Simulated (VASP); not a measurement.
# TiSi16 (a cell with a defect) in VASP: relaxation of the atoms with PBE

Aim: the relaxation of the atoms of TiSi16 (a cell with a defect) with PBE.

Everything below comes from runs of VASP 6.6.1. Logs are shortened: lines on timing, memory, paths and dates and some standing lists are left out, and cuts for length are marked.

### 1 The cell of the first run

The cell holds a defect, 17 atoms: a = 7.679 Å, b = 7.679 Å, c = 7.679 Å, α = 60.00°, β = 60.00°, γ = 60.00°.

### 2 Relaxation of the atoms, PBE

Input file INCAR:

```
PREC = Accurate ; ENCUT = 520
EDIFF = 1E-6 ; ISMEAR = 0
SIGMA = 0.02 ; LREAL = Auto
LASPH = True ; NELM = 100
ALGO = Normal ; ISIF = 2
LWAVE = False ; LCHARG = False
GGA = PE ; IBRION = 2
NSW = 80 ; EDIFFG = -0.03
```

Input file KPOINTS:

```
Automatic mesh
0
Gamma
  2 2 2
```

Input file POSCAR:

```
TiSi16
1.0
    0.0000000000      5.4300000000      5.4300000000
    5.4300000000      0.0000000000      5.4300000000
    5.4300000000      5.4300000000      0.0000000000
Si Ti
16 1
Direct
    0.0000000000      0.0000000000      0.0000000000
    0.1250000000      0.1250000000      0.1250000000
    0.0000000000      0.0000000000      0.5000000000
    0.1250000000      0.1250000000      0.6250000000
    0.0000000000      0.5000000000      0.0000000000
    0.1250000000      0.6250000000      0.1250000000
    0.0000000000      0.5000000000      0.5000000000
    0.1250000000      0.6250000000      0.6250000000
    0.5000000000      0.0000000000      0.0000000000
    0.6250000000      0.1250000000      0.1250000000
    0.5000000000      0.0000000000      0.5000000000
    0.6250000000      0.1250000000      0.6250000000
    0.5000000000      0.5000000000      0.0000000000
    0.6250000000      0.6250000000      0.1250000000
    0.5000000000      0.5000000000      0.5000000000
    0.6250000000      0.6250000000      0.6250000000
    0.5623930000      0.8109463000      0.8065691000
```

Potentials or basis: VASP PAW PBE potentials, release 64 (Si, Ti_sv).

Command:

```
cat potpaw_PBE.64/Si/POTCAR potpaw_PBE.64/Ti_sv/POTCAR > POTCAR
mpirun -np 1 vasp_std > vasp.out
```

OUTCAR:

```text
PREC = Accurate
   ENCUT = 520
   EDIFF = 1E-6
   ISMEAR = 0
   LREAL = Auto
   LASPH = True
   NELM = 100
   ISIF = 2
   GGA = PE
   IBRION = 2
   NSW = 80
   EDIFFG = -0.03

 ion  position               nearest neighbor table
   1  0.000  0.000  0.000-   2 2.35   4 2.35   6 2.35  10 2.35
   2  0.125  0.125  0.125-   1 2.35   3 2.35   5 2.35   9 2.35
   3  0.000  0.000  0.500-   2 2.35   4 2.35   8 2.35  12 2.35
   4  0.125  0.125  0.625-   1 2.35   3 2.35   7 2.35  11 2.35
   5  0.000  0.500  0.000-   2 2.35   6 2.35   8 2.35  14 2.35
   6  0.125  0.625  0.125-   1 2.35   5 2.35   7 2.35  13 2.35
   7  0.000  0.500  0.500-   4 2.35   6 2.35   8 2.35  16 2.35
   8  0.125  0.625  0.625-   3 2.35   5 2.35   7 2.35  15 2.35
   9  0.500  0.000  0.000-  17 2.30  10 2.35  12 2.35  14 2.35   2 2.35
  10  0.625  0.125  0.125-   1 2.35   9 2.35  11 2.35  13 2.35
  11  0.500  0.000  0.500-  17 2.21  10 2.35  12 2.35  16 2.35   4 2.35
  12  0.625  0.125  0.625-  17 2.26   9 2.35  11 2.35  15 2.35   3 2.35
  13  0.500  0.500  0.000-  17 2.24  10 2.35  14 2.35  16 2.35   6 2.35
  14  0.625  0.625  0.125-  17 2.29   9 2.35  13 2.35  15 2.35   5 2.35
  15  0.500  0.500  0.500-   8 2.35  12 2.35  14 2.35  16 2.35
  16  0.625  0.625  0.625-  17 2.20  11 2.35  13 2.35  15 2.35   7 2.35
  17  0.562  0.811  0.807-  16 2.20  11 2.21  13 2.24  12 2.26  14 2.29   9 2.30

  LATTYP: Found a face centered cubic cell.
 ALAT       =    10.8600000000

  Lattice vectors:

 A1 = (   0.0000000000,   5.4300000000,   5.4300000000)
 A2 = (   5.4300000000,   0.0000000000,   5.4300000000)
 A3 = (   5.4300000000,   5.4300000000,   0.0000000000)

Analysis of symmetry for initial positions (statically):
=====================================================================
 Subroutine PRICEL returns:
 Original cell was already a primitive cell.

 Routine SETGRP: Setting up the symmetry group for a
 face centered cubic supercell.

 Subroutine GETGRP returns: Found  1 space group operations
 (whereof  1 operations were pure point group operations)
 out of a pool of 48 trial point group operations.

The static configuration has the point symmetry C_1 .

Analysis of symmetry for dynamics (positions and initial velocities):
=====================================================================
 Subroutine PRICEL returns:
 Original cell was already a primitive cell.

 Routine SETGRP: Setting up the symmetry group for a
 face centered cubic supercell.

 Subroutine GETGRP returns: Found  1 space group operations
 (whereof  1 operations were pure point group operations)
 out of a pool of 48 trial point group operations.

The dynamic configuration has the point symmetry C_1 .

 Subroutine INISYM returns: Found  1 space group operations
 (whereof  1 operations are pure point group operations),
 and found     1 'primitive' translations

----------------------------------------------------------------------------------------

                                     Primitive cell

  volume of cell :     320.2060

  direct lattice vectors                    reciprocal lattice vectors
     0.000000000  5.430000000  5.430000000    -0.092081031  0.092081031  0.092081031
     5.430000000  0.000000000  5.430000000     0.092081031 -0.092081031  0.092081031
     5.430000000  5.430000000  0.000000000     0.092081031  0.092081031 -0.092081031

  length of vectors
     7.679179644  7.679179644  7.679179644     0.159489025  0.159489025  0.159489025

  position of ions in fractional coordinates (direct lattice)
     0.000000000  0.000000000  0.000000000
     0.125000000  0.125000000  0.125000000
     0.000000000  0.000000000  0.500000000
     0.125000000  0.125000000  0.625000000
     0.000000000  0.500000000  0.000000000
     0.125000000  0.625000000  0.125000000
[... 9 lines left out ...]
     0.625000000  0.625000000  0.625000000
     0.562393000  0.810946300  0.806569100

  ion indices of the primitive-cell ions
   primitive index   ion index
                 1           1
                 2           2
                 3           3
                 4           4
                 5           5
                 6           6
[... 9 lines left out ...]
                16          16
                17          17

----------------------------------------------------------------------------------------

 KPOINTS: Automatic mesh

Automatic generation of k-mesh.
 Grid dimensions read from file:
 generate k-points for:    2    2    2

 Generating k-lattice:

  Cartesian coordinates                     Fractional coordinates (reciprocal lattice)
    -0.046040516  0.046040516  0.046040516     0.500000000  0.000000000  0.000000000
     0.046040516 -0.046040516  0.046040516     0.000000000  0.500000000  0.000000000
     0.046040516  0.046040516 -0.046040516     0.000000000  0.000000000  0.500000000

  Length of vectors
     0.079744512  0.079744512  0.079744512

  Shift w.r.t. Gamma in fractional coordinates (k-lattice)
     0.000000000  0.000000000  0.000000000

 Subroutine IBZKPT returns following result:
 ===========================================

 Found      8 irreducible k-points:

 Following reciprocal coordinates:
            Coordinates               Weight
  0.000000  0.000000  0.000000      1.000000
  0.500000  0.000000  0.000000      1.000000
  0.000000  0.500000  0.000000      1.000000
  0.000000  0.000000  0.500000      1.000000
  0.500000  0.500000  0.500000      1.000000
  0.500000  0.500000  0.000000      1.000000
  0.000000  0.500000  0.500000      1.000000
  0.500000  0.000000  0.500000      1.000000
   k-points           NKPTS =      8   k-points in BZ     NKDIM =      8   number of bands    NBANDS=     47
   number of dos      NEDOS =    301   number of ions     NIONS =     17
   total plane-waves  NPLWV = 216000
   dimension x,y,z NGX =    60 NGY =   60 NGZ =   60
   dimension x,y,z NGXF=   120 NGYF=  120 NGZF=  120
   ions per type =              16   1
   NGX,Y,Z   is equivalent  to a cutoff of  12.99, 12.99, 12.99 a.u.
   NGXF,Y,Z  is equivalent  to a cutoff of  25.98, 25.98, 25.98 a.u.
 SYSTEM =  unknown system
   PREC   = accura    normal or accurate (medium, high low for compatibility)
   ISTART =      0    job   : 0-new  1-cont  2-samecut
   ICHARG =      2    charge: 1-file 2-atom 10-const
   ISPIN  =      1    spin polarized calculation?
   LNONCOLLINEAR =      F non collinear calculations
   LSORBIT =      F    spin-orbit coupling
   LASPH  =      T    aspherical Exc in radial PAW
   ENCUT  =  520.0 eV  38.22 Ry    6.18 a.u.  14.28 14.28 14.28*2*pi/ulx,y,z
   NELM   =    100;   NELMIN=  2; NELMDL= -5     # of ELM steps
   EDIFF  = 0.1E-05   stopping-criterion for ELM
   LREAL  =      T    real-space projection
   EDIFFG = -.3E-01   stopping-criterion for IOM
   NSW    =     80    number of steps for IOM
   IBRION =      2    ionic relax: 0-MD 1-quasi-New 2-CG
   NFREE  =      1    steps in history (QN), initial steepest desc. (CG)
   ISIF   =      2    stress and relaxation
   ISYM   =      2    0-nonsym 1-usesym 2-fastsym
   POTIM  = 0.5000    time-step for ionic-motion
   TEBEG  =    0.0;   TEEND  =   0.0 temperature during run
   PSTRESS=    0.0 pullay stress
   NELECT =      76.0000    total number of electrons
   NUPDOWN=      -1.0000    fix difference up-down
   EMIN   =  10.00;   EMAX   =-10.00  energy-range for DOS
   EFERMI =   0.00;   METHOD = LEGACY
   ISMEAR =     0;   SIGMA  =   0.02  broadening in eV -4-tet -1-fermi 0-gaus
   EFERMI_NEDOS =   21; number of points for ismear=-14 and -15
   IALGO  =     38    algorithm
   IMIX   =      4    mixing-type and parameters
     AMIX     =   0.40;   BMIX     =  1.00
     AMIX_MAG =   1.60;   BMIX_MAG =  1.00
  volume/ion in A,a.u.               =      18.84       127.11
  Fermi-wavevector in a.u.,A,eV,Ry     =   1.013607  1.915439 13.978610  1.027399
  Thomas-Fermi vector in A             =   2.146786
   LORBIT       =      0    0 simple, 1 ext, 2 COOP (PROOUT), +10 PAW based schemes
   GGA     = PE    functional components
   LHFCALC =     F    Hartree Fock is set to
   AEXX    =    0.0000 exact exchange contribution
   IVDW    =     0    specifies the selected vdW correction
   LEPSILON=     F    determine dielectric tensor
   LRPA    =     F    only Hartree local field effects (RPA)
 conjugate gradient relaxation of ions
 non-spin polarized calculation
 Gauss-broadening in eV      SIGMA  =   0.02
  energy-cutoff  :      520.00
  volume of cell :      320.21
 maximum number of plane-waves:      8646
 NGX is ok and might be reduce to    60
   NGX = 29   NGY = 29   NGZ = 29

--------------------------------------- Ionic step        1  -------------------------------------------

 number of electron      76.0000005 magnetization

 Free energy of the ion-electron system (eV)
  ---------------------------------------------------
  ext. energy  EPLUGINS =         0.00000000
  ---------------------------------------------------
  free energy    TOTEN  =       -88.92802483 eV

  energy without entropy =      -88.92204861  energy(sigma->0) =      -88.92503672

------------------------ aborting loop because EDIFF is reached ----------------------------------------

  FORCE on cell =-STRESS in cart. coord.  units (eV):
  Direction    XX          YY          ZZ          XY          YZ          ZX
  --------------------------------------------------------------------------------------
  -------------------------------------------------------------------------------------
  Total       18.3895879     18.3645308     18.3397488      3.8431308     -3.9159061      3.8890850
  in kB       92.0138270     91.8884520     91.7644532     19.2294237    -19.5935605     19.4593589
  external PRESSURE =      91.8889108 kB  Pullay stress =       0.0000000 kB
[... 134 lines left out ...]
  FREE ENERGIE OF THE ION-ELECTRON SYSTEM (eV)
  ---------------------------------------------------
  free  energy   TOTEN  =       -90.2335685577 eV

  energy  without entropy=      -90.2335658153  energy(sigma->0) =      -90.23356719

[... ionic steps 4 to 23 ...]

--------------------------------------- Ionic step       24  -------------------------------------------

 number of electron      76.0000002 magnetization

------------------------ aborting loop because EDIFF is reached ----------------------------------------

  FORCE on cell =-STRESS in cart. coord.  units (eV):
  Direction    XX          YY          ZZ          XY          YZ          ZX
  --------------------------------------------------------------------------------------
  -------------------------------------------------------------------------------------
  Total       11.8851222     11.8961436     11.8945765      1.6216861     -1.6336214      1.6334712
  in kB       59.4681940     59.5233403     59.5154993      8.1142407     -8.1739602      8.1732085
  external PRESSURE =      59.5023445 kB  Pullay stress =       0.0000000 kB
[... 87 lines left out ...]
  energy  without entropy=      -90.4867130676  energy(sigma->0) =      -90.48951645

--------------------------------------- Ionic step       26  -------------------------------------------

 number of electron      76.0000002 magnetization

 Free energy of the ion-electron system (eV)
  ---------------------------------------------------
  ext. energy  EPLUGINS =         0.00000000
  ---------------------------------------------------
  free energy    TOTEN  =       -90.49261013 eV

  energy without entropy =      -90.48669557  energy(sigma->0) =      -90.48965285

 E-fermi :   6.9018     XC(G=0):  -9.7523

 val. band max:        6.8992467666   @ k =   0.5000   0.5000   0.0000
 cond. band min:       6.9204030298   @ k =   0.0000   0.5000   0.0000
 fundamental gap:      0.0211562632
 Fermi energy:         6.9017781372

 k-point     1 :       0.0000    0.0000    0.0000
  band No.  band energies     occupation
      1     -49.9173      2.00000
      2     -26.3769      2.00000
      3     -26.2434      2.00000
      4     -26.2432      2.00000
      5      -5.6567      2.00000
      6      -3.4431      2.00000
[... 433 lines left out ...]
  FREE ENERGIE OF THE ION-ELECTRON SYSTEM (eV)
  ---------------------------------------------------
  free  energy   TOTEN  =       -90.4926101254 eV

  energy  without entropy=      -90.4866955664  energy(sigma->0) =      -90.48965285

 reached required accuracy - stopping structural energy minimisation
```

It took 1.6 h on 1 thread of Oxide Virtual Turin-like, shared host; peak memory 0.53 GiB.

Results:

```
Free energy                  : -90.4926 eV
Energy gained by relaxing    : 92.0 meV/atom
Ionic steps                  : 26
Pressure after relaxing      : 5.9 GPa
Largest force after relaxing : 0.030 eV/Å
Band gap on the k mesh       : zero (bands 38 and 39 overlap by 0.20 eV)
```

Forces in eV/Å, atoms in the order of the input:
```
Si   0.000  0.004  0.003
Si  -0.003 -0.001  0.000
Si   0.000 -0.001 -0.002
Si  -0.007  0.004  0.005
Si  -0.001 -0.002  0.000
Si  -0.004  0.002  0.003
Si   0.004 -0.006 -0.006
Si   0.004  0.001 -0.001
Si   0.000  0.015  0.015
Si  -0.022  0.013  0.015
Si  -0.006  0.015  0.001
Si   0.008 -0.011 -0.006
Si  -0.010  0.005  0.010
Si   0.013 -0.003 -0.012
Si   0.012 -0.019 -0.016
Si   0.019 -0.001  0.002
Ti  -0.008 -0.014 -0.011
```

The path:
| step | energy change (eV) | largest force (eV/Å) | pressure (GPa) |
| --- | --- | --- | --- |
| 1 | 0.0000 | 3.9329 | 9.19 |
| 2 | -1.2347 | 1.5763 | 7.46 |
| 3 | -1.3055 | 1.1769 | 7.51 |
| 4 | -1.3878 | 0.7257 | 7.32 |
| 5 | -1.3972 | 0.5301 | 7.34 |
| 6 | -1.4303 | 0.3265 | 7.27 |
| 7 | -1.4344 | 0.3337 | 7.24 |
| 8 | -1.4515 | 0.1604 | 7.18 |
| 9 | -1.4585 | 0.2700 | 7.11 |
| 10 | -1.4711 | 0.2548 | 7.07 |
| 11 | -1.4973 | 0.2735 | 6.95 |
| 12 | -1.4988 | 0.7392 | 6.69 |
| 13 | -1.5066 | 0.4718 | 6.82 |
| 14 | -1.5174 | 0.3896 | 6.76 |
| 15 | -1.5373 | 0.2150 | 6.58 |
| 16 | -1.5298 | 0.4531 | 6.18 |
| 17 | -1.5410 | 0.1735 | 6.44 |
| 18 | -1.5453 | 0.1220 | 6.37 |
| 19 | -1.5505 | 0.1917 | 6.20 |
| 20 | -1.5541 | 0.1704 | 6.13 |
| 21 | -1.5558 | 0.1661 | 6.05 |
| 22 | -1.5613 | 0.0885 | 6.02 |
| 23 | -1.5636 | 0.0942 | 5.97 |
| 24 | -1.5643 | 0.0393 | 5.95 |
| 25 | -1.5643 | 0.0509 | 5.94 |
| 26 | -1.5646 | 0.0297 | 5.93 |

Final structure:
```
CELL_PARAMETERS angstrom
0.00000 5.43000 5.43000
5.43000 0.00000 5.43000
5.43000 5.43000 0.00000
ATOMIC_POSITIONS crystal
Si 0.04939 0.98348 0.98324
Si 0.13602 0.12588 0.12566
Si 0.98903 0.01278 0.49877
Si 0.13596 0.12588 0.61185
Si 0.98904 0.49899 0.01256
Si 0.13597 0.61207 0.12565
Si 0.98915 0.49898 0.49876
Si 0.07578 0.64136 0.64112
Si 0.50658 0.01192 0.01166
Si 0.67343 0.10878 0.10845
Si 0.50660 0.01200 0.46880
Si 0.61839 0.15546 0.61264
Si 0.50657 0.46916 0.01168
Si 0.61840 0.61288 0.15517
Si 0.45180 0.51593 0.51567
Si 0.61845 0.61278 0.61254
Ti 0.56181 0.81262 0.81236
```

Levels at points of the mesh, in eV from the Fermi level:
| k point | band 35 | band 36 | band 37 | band 38 | band 39 | band 40 | band 41 | band 42 |
| --- | --- | --- | --- | --- | --- | --- | --- | --- |
| (0.00, 0.00, 0.00) | -1.26 | -0.79 | -0.25 | -0.24 | -0.18 | -0.18 | -0.13 | -0.06 |
| (0.50, 0.00, 0.00) | -1.35 | -1.35 | -0.25 | -0.25 | 0.29 | 0.45 | 0.81 | 0.81 |
| (0.00, 0.50, 0.00) | -1.45 | -1.07 | -0.79 | 0.02 | 0.36 | 0.64 | 0.65 | 0.83 |
| (0.00, 0.00, 0.50) | -1.45 | -1.07 | -0.79 | 0.02 | 0.36 | 0.64 | 0.65 | 0.83 |
| (0.50, 0.50, 0.50) | -1.45 | -1.07 | -0.79 | 0.02 | 0.36 | 0.64 | 0.65 | 0.83 |
| (0.50, 0.50, 0.00) | -1.80 | -1.59 | -0.21 | 0.00 | 0.27 | 0.53 | 0.80 | 1.02 |
| (0.00, 0.50, 0.50) | -1.80 | -1.59 | -0.21 | 0.00 | 0.28 | 0.53 | 0.80 | 1.02 |
| (0.50, 0.00, 0.50) | -1.80 | -1.59 | -0.21 | 0.00 | 0.27 | 0.53 | 0.80 | 1.02 |

Caveat: the k points lie up to 0.50 Å⁻¹ apart.

The gap in the log of VASP goes by the Fermi energy; the results here count the filled bands.